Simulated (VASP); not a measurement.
# CaF2 (Fluorite) (Fm-3m) in VASP: single point with PBE

Aim: the single point of CaF2 (Fluorite) with PBE.

Program: VASP 6.6.1. These are calculated values, not measurements. Logs are shortened: lines on timing, memory, paths and dates and some standing lists are left out, and cuts for length are marked.

## Step 1: The cell of the first run

Symmetry: Fm-3m, No. 225, cubic system. The conventional cell has a = 5.462 Å, b = 5.462 Å, c = 5.462 Å, α = 90.00°, β = 90.00°, γ = 90.00°. Ca (site symmetry m-3m) has 8 F at 2.37 Å within 3.1 Å. Within 3.1 Å of F (site symmetry -43m) lie 4 Ca at 2.37 Å and 6 F at 2.73 Å.

## Step 2: Single point, PBE

INCAR

```
SYSTEM = CaF2
PREC     = Accurate       ! precision mode
ENCUT    = 600            ! plane-wave cutoff, eV
EDIFF    = 1E-6           ! SCF threshold, eV
ISMEAR   = 1              ! smearing method
SIGMA    = 0.01           ! smearing width, eV
LREAL    = .False.        ! projectors in reciprocal space
LASPH    = .True.         ! aspherical terms in the spheres
NELM     = 120            ! most SCF steps
ALGO     = Normal         ! electronic algorithm
ISIF     = 2              ! what is computed and relaxed
LWAVE    = .False.        ! write WAVECAR
LCHARG   = .True.         ! write CHGCAR
GGA      = PE             ! functional
LELF     = .True.         ! ELF
LVHAR    = .True.       
NBANDS   = 19             ! bands
GGA_COMPAT= .False.
```

KPOINTS

```
regular mesh
0
Gamma
  5 5 5
  0 0 0
```

POSCAR

```
CaF2
1.0
    0.0000000000      2.7310000000      2.7310000000
    2.7310000000      0.0000000000      2.7310000000
    2.7310000000      2.7310000000      0.0000000000
Ca F
1 2
Direct
    0.0000000000      0.0000000000      0.0000000000
    0.2500000000      0.2500000000      0.2500000000
    0.7500000000      0.7500000000      0.7500000000
```

Potentials or basis: VASP PAW PBE potentials, release 64 (Ca_sv, F).

Started as:

```bash
cat potpaw_PBE.64/Ca_sv/POTCAR potpaw_PBE.64/F/POTCAR > POTCAR
mpirun -np 1 vasp_std > vasp.out
```

OUTCAR:

```text
SYSTEM = CaF2
   PREC = Accurate
   ENCUT = 600
   EDIFF = 1E-6
   ISMEAR = 1
   LREAL = .False.
   LASPH = .True.
   NELM = 120
   ISIF = 2
   GGA = PE

 ion  position               nearest neighbor table
   1  0.000  0.000  0.000-   3 2.37   3 2.37   3 2.37   2 2.37   3 2.37   2 2.37   2 2.37   2 2.37

   2  0.250  0.250  0.250-   1 2.37   1 2.37   1 2.37   1 2.37
   3  0.750  0.750  0.750-   1 2.37   1 2.37   1 2.37   1 2.37

  LATTYP: Found a face centered cubic cell.
 ALAT       =     5.4620000000

  Lattice vectors:

 A1 = (   0.0000000000,   2.7310000000,   2.7310000000)
 A2 = (   2.7310000000,   0.0000000000,   2.7310000000)
 A3 = (   2.7310000000,   2.7310000000,   0.0000000000)

Analysis of symmetry for initial positions (statically):
=====================================================================
 Subroutine PRICEL returns:
 Original cell was already a primitive cell.

 Routine SETGRP: Setting up the symmetry group for a
 face centered cubic supercell.

 Subroutine GETGRP returns: Found 48 space group operations
 (whereof 48 operations were pure point group operations)
 out of a pool of 48 trial point group operations.

The static configuration has the point symmetry O_h .

Analysis of symmetry for dynamics (positions and initial velocities):
=====================================================================
 Subroutine PRICEL returns:
 Original cell was already a primitive cell.

 Routine SETGRP: Setting up the symmetry group for a
 face centered cubic supercell.

 Subroutine GETGRP returns: Found 48 space group operations
 (whereof 48 operations were pure point group operations)
 out of a pool of 48 trial point group operations.

The dynamic configuration has the point symmetry O_h .

 Subroutine INISYM returns: Found 48 space group operations
 (whereof 48 operations are pure point group operations),
 and found     1 'primitive' translations

----------------------------------------------------------------------------------------

                                     Primitive cell

  volume of cell :      40.7376

  direct lattice vectors                    reciprocal lattice vectors
     0.000000000  2.731000000  2.731000000    -0.183083120  0.183083120  0.183083120
     2.731000000  0.000000000  2.731000000     0.183083120 -0.183083120  0.183083120
     2.731000000  2.731000000  0.000000000     0.183083120  0.183083120 -0.183083120

  length of vectors
     3.862217239  3.862217239  3.862217239     0.317109265  0.317109265  0.317109265

  position of ions in fractional coordinates (direct lattice)
     0.000000000  0.000000000  0.000000000
     0.250000000  0.250000000  0.250000000
     0.750000000  0.750000000  0.750000000

  ion indices of the primitive-cell ions
   primitive index   ion index
                 1           1
                 2           2
                 3           3

----------------------------------------------------------------------------------------

 KPOINTS: regular mesh

Automatic generation of k-mesh.
 Grid dimensions read from file:
 generate k-points for:    5    5    5

 Generating k-lattice:

  Cartesian coordinates                     Fractional coordinates (reciprocal lattice)
    -0.036616624  0.036616624  0.036616624     0.200000000  0.000000000  0.000000000
     0.036616624 -0.036616624  0.036616624     0.000000000  0.200000000  0.000000000
     0.036616624  0.036616624 -0.036616624     0.000000000  0.000000000  0.200000000

  Length of vectors
     0.063421853  0.063421853  0.063421853

  Shift w.r.t. Gamma in fractional coordinates (k-lattice)
     0.000000000  0.000000000  0.000000000

 Subroutine IBZKPT returns following result:
 ===========================================

 Found     10 irreducible k-points:

 Following reciprocal coordinates:
            Coordinates               Weight
  0.000000  0.000000  0.000000      1.000000
  0.200000  0.000000  0.000000      8.000000
  0.400000  0.000000  0.000000      8.000000
  0.200000  0.200000  0.000000      6.000000
  0.400000  0.200000  0.000000     24.000000
 -0.400000  0.200000  0.000000     24.000000
 -0.200000  0.200000  0.000000     12.000000
  0.400000  0.400000  0.000000      6.000000
 -0.400000  0.400000  0.000000     12.000000
 -0.400000  0.400000  0.200000     24.000000
   k-points           NKPTS =     10   k-points in BZ     NKDIM =     10   number of bands    NBANDS=     19
   number of dos      NEDOS =    301   number of ions     NIONS =      3
   total plane-waves  NPLWV =  32768
   dimension x,y,z NGX =    32 NGY =   32 NGZ =   32
   dimension x,y,z NGXF=    64 NGYF=   64 NGZF=   64
   ions per type =               1   2
   NGX,Y,Z   is equivalent  to a cutoff of  13.77, 13.77, 13.77 a.u.
   NGXF,Y,Z  is equivalent  to a cutoff of  27.55, 27.55, 27.55 a.u.
 SYSTEM =  CaF2
   PREC   = accura    normal or accurate (medium, high low for compatibility)
   ISTART =      0    job   : 0-new  1-cont  2-samecut
   ICHARG =      2    charge: 1-file 2-atom 10-const
   ISPIN  =      1    spin polarized calculation?
   LNONCOLLINEAR =      F non collinear calculations
   LSORBIT =      F    spin-orbit coupling
   LASPH  =      T    aspherical Exc in radial PAW
   ENCUT  =  600.0 eV  44.10 Ry    6.64 a.u.   7.71  7.71  7.71*2*pi/ulx,y,z
   NELM   =    120;   NELMIN=  2; NELMDL= -5     # of ELM steps
   EDIFF  = 0.1E-05   stopping-criterion for ELM
   LREAL  =      F    real-space projection
   EDIFFG = 0.1E-04   stopping-criterion for IOM
   NSW    =      0    number of steps for IOM
   IBRION =     -1    ionic relax: 0-MD 1-quasi-New 2-CG
   NFREE  =      0    steps in history (QN), initial steepest desc. (CG)
   ISIF   =      2    stress and relaxation
   ISYM   =      2    0-nonsym 1-usesym 2-fastsym
   POTIM  = 0.5000    time-step for ionic-motion
   TEBEG  =    0.0;   TEEND  =   0.0 temperature during run
   PSTRESS=    0.0 pullay stress
   NELECT =      24.0000    total number of electrons
   NUPDOWN=      -1.0000    fix difference up-down
   EMIN   =  10.00;   EMAX   =-10.00  energy-range for DOS
   EFERMI =   0.00;   METHOD = LEGACY
   ISMEAR =     1;   SIGMA  =   0.01  broadening in eV -4-tet -1-fermi 0-gaus
   EFERMI_NEDOS =   21; number of points for ismear=-14 and -15
   IALGO  =     38    algorithm
   IMIX   =      4    mixing-type and parameters
     AMIX     =   0.40;   BMIX     =  1.00
     AMIX_MAG =   1.60;   BMIX_MAG =  1.00
  volume/ion in A,a.u.               =      13.58        91.64
  Fermi-wavevector in a.u.,A,eV,Ry     =   1.372398  2.593457 25.626266  1.883477
  Thomas-Fermi vector in A             =   2.498009
   LORBIT       =      0    0 simple, 1 ext, 2 COOP (PROOUT), +10 PAW based schemes
   GGA     = PE    functional components
   LHFCALC =     F    Hartree Fock is set to
   AEXX    =    0.0000 exact exchange contribution
   IVDW    =     0    specifies the selected vdW correction
   LEPSILON=     F    determine dielectric tensor
   LRPA    =     F    only Hartree local field effects (RPA)
 non-spin polarized calculation
 Methfessel and Paxton  Order N= 1 SIGMA  =   0.01
  energy-cutoff  :      600.00
  volume of cell :       40.74
 maximum number of plane-waves:      1369
   NGX = 15   NGY = 15   NGZ = 15

 number of electron      23.9999989 magnetization

 Free energy of the ion-electron system (eV)
  ---------------------------------------------------
  ext. energy  EPLUGINS =         0.00000000
  ---------------------------------------------------
  free energy    TOTEN  =       -17.33331269 eV

  energy without entropy =      -17.33331269  energy(sigma->0) =      -17.33331269

 E-fermi :  -0.9425     XC(G=0):  -9.6314

 val. band max:       -1.0340787499   @ k =  -0.4000   0.4000   0.0000
 cond. band min:       6.3083496742   @ k =   0.0000   0.0000   0.0000
 fundamental gap:      7.3424284241
 Fermi energy:        -0.9425189580

 k-point     1 :       0.0000    0.0000    0.0000
  band No.  band energies     occupation
      1     -36.9954      2.00000
      2     -20.9068      2.00000
      3     -20.1352      2.00000
      4     -17.9347      2.00000
      5     -17.9347      2.00000
      6     -17.9347      2.00000
[... 11 lines left out ...]
     18      10.2559      0.00000
     19      15.9781      0.00000

 k-point     2 :       0.2000    0.0000    0.0000
  band No.  band energies     occupation
      1     -36.9839      2.00000
      2     -20.9884      2.00000
      3     -20.2409      2.00000
      4     -17.9492      2.00000
      5     -17.9492      2.00000
      6     -17.7704      2.00000
[... 11 lines left out ...]
     18      10.1619      0.00000
     19      14.4920      0.00000

 k-point     3 :       0.4000    0.0000    0.0000
  band No.  band energies     occupation
      1     -36.9652      2.00000
      2     -21.0352      2.00000
      3     -20.5011      2.00000
      4     -17.9724      2.00000
      5     -17.9724      2.00000
      6     -17.4905      2.00000
[... 11 lines left out ...]
     18      10.0105      0.00000
     19      12.9075      0.00000

 k-point     4 :       0.2000    0.2000    0.0000
  band No.  band energies     occupation
      1     -36.9800      2.00000
      2     -21.0337      2.00000
      3     -20.2426      2.00000
      4     -17.9708      2.00000
      5     -17.9708      2.00000
      6     -17.6964      2.00000
[... 11 lines left out ...]
     18      10.1095      0.00000
     19      15.4246      0.00000

 k-point     5 :       0.4000    0.2000    0.0000
  band No.  band energies     occupation
      1     -36.9637      2.00000
      2     -21.0786      2.00000
      3     -20.4688      2.00000
      4     -17.9962      2.00000
      5     -17.9093      2.00000
      6     -17.5236      2.00000
[... 11 lines left out ...]
     18      10.4490      0.00000
     19      13.9905      0.00000

 k-point     6 :      -0.4000    0.2000    0.0000
  band No.  band energies     occupation
      1     -36.9575      2.00000
      2     -20.9621      2.00000
      3     -20.7171      2.00000
      4     -17.9905      2.00000
      5     -17.8015      2.00000
      6     -17.5262      2.00000
[... 11 lines left out ...]
     18      11.3456      0.00000
     19      13.2051      0.00000

 k-point     7 :      -0.2000    0.2000    0.0000
  band No.  band energies     occupation
      1     -36.9700      2.00000
      2     -21.0266      2.00000
      3     -20.4407      2.00000
      4     -17.9615      2.00000
      5     -17.8667      2.00000
      6     -17.6583      2.00000
[... 11 lines left out ...]
     18      10.3450      0.00000
     19      14.1742      0.00000

 k-point     8 :       0.4000    0.4000    0.0000
  band No.  band energies     occupation
      1     -36.9552      2.00000
      2     -21.2088      2.00000
      3     -20.4096      2.00000
      4     -18.0288      2.00000
      5     -18.0288      2.00000
      6     -17.3295      2.00000
[... 11 lines left out ...]
     18      10.8766      0.00000
     19      15.4889      0.00000

 k-point     9 :      -0.4000    0.4000    0.0000
  band No.  band energies     occupation
      1     -36.9513      2.00000
      2     -21.1153      2.00000
      3     -20.6157      2.00000
      4     -18.0253      2.00000
      5     -17.8817      2.00000
      6     -17.3789      2.00000
[... 11 lines left out ...]
     18      13.2784      0.00000
     19      13.4371      0.00000

 k-point    10 :      -0.4000    0.4000    0.2000
  band No.  band energies     occupation
      1     -36.9537      2.00000
      2     -21.0076      2.00000
      3     -20.7199      2.00000
      4     -18.0253      2.00000
      5     -17.7386      2.00000
      6     -17.5180      2.00000
[... 11 lines left out ...]
     18      12.1223      0.00000
     19      14.2961      0.00000

------------------------ aborting loop because EDIFF is reached ----------------------------------------

  FORCE on cell =-STRESS in cart. coord.  units (eV):
  Direction    XX          YY          ZZ          XY          YZ          ZX
  --------------------------------------------------------------------------------------
  -------------------------------------------------------------------------------------
  Total        0.6250380      0.6250380      0.6250380      0.0000000      0.0000000      0.0000000
  in kB       24.5822666     24.5822666     24.5822666      0.0000000      0.0000000      0.0000000
  external PRESSURE =      24.5822666 kB  Pullay stress =       0.0000000 kB

 VOLUME and BASIS-vectors are now :
 -----------------------------------------------------------------------------
  energy-cutoff  :      600.00
  volume of cell :       40.74
      direct lattice vectors                 reciprocal lattice vectors
     0.000000000  2.731000000  2.731000000    -0.183083120  0.183083120  0.183083120
     2.731000000  0.000000000  2.731000000     0.183083120 -0.183083120  0.183083120
     2.731000000  2.731000000  0.000000000     0.183083120  0.183083120 -0.183083120

 POSITION                                       TOTAL-FORCE (eV/Angst)
 -----------------------------------------------------------------------------------
      0.00000      0.00000      0.00000         0.000000     -0.000000     -0.000000
      1.36550      1.36550      1.36550        -0.000000     -0.000000     -0.000000
      4.09650      4.09650      4.09650         0.000000      0.000000      0.000000
 -----------------------------------------------------------------------------------
    total drift:                                0.000000     -0.000000      0.000000

  FREE ENERGIE OF THE ION-ELECTRON SYSTEM (eV)
  ---------------------------------------------------
  free  energy   TOTEN  =       -17.3333126917 eV

  energy  without entropy=      -17.3333126917  energy(sigma->0) =      -17.33331269
```

Wall time 16 s (1 thread of Intel Xeon 8259CL, shared host); peak memory 0.17 GiB.

Results:

```yaml
Free_energy: -17.3333 eV
Pressure: 2.5 GPa
Band_gap_on_the_k_mesh: 7.34 eV, indirect (least direct gap 7.54 eV)
```

A k mesh can miss the band edges.
